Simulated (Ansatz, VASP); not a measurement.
## Sc3B2Sb in VASP and in Ansatz

```
CELL_PARAMETERS angstrom
4.92343 0.00000 0.00000
0.00000 4.92343 0.00000
0.00000 0.00000 4.69208
ATOMIC_POSITIONS crystal
Sc 0.50000 0.00000 0.96190
Sc 0.00000 0.50000 0.96190
Sc 0.50000 0.50000 0.46192
B 0.50000 0.00000 0.46202
B 0.00000 0.50000 0.46202
Sb 0.00000 0.00000 0.46100
```

Alike in both runs: functional PBE; k mesh 4 × 4 × 4; occupations gaussian, width 0.1 eV; no spin polarisation.

Ansatz relaxed the structure, and its values are those at the end. VASP's run is a single point on that final structure, the one shown.

|  | VASP | Ansatz |
| --- | --- | --- |
| version | VASP 6.6.1 | Ansatz 0.2.0 |
| potentials or method | VASP PAW PBE potentials, release 64 (Sc_sv, B, Sb), cutoff 520 eV | scalar-relativistic, plane waves, PAW |
| valence electrons in the cell | 44 | 54 |

|  | VASP | Ansatz | Ansatz less VASP |
| --- | --- | --- | --- |
| gap on the k mesh at the Fermi level (eV) | none | none | - |
| pressure (GPa) | 0.4 | 0.2 | -0.18 |

A gap of «none» marks a metal or a gap that the smearing closes. VASP's potentials hold 44 valence electrons a cell and Ansatz's 54, so a difference there can come from the potentials and not from the codes.

Neither program's run includes spin-orbit coupling.
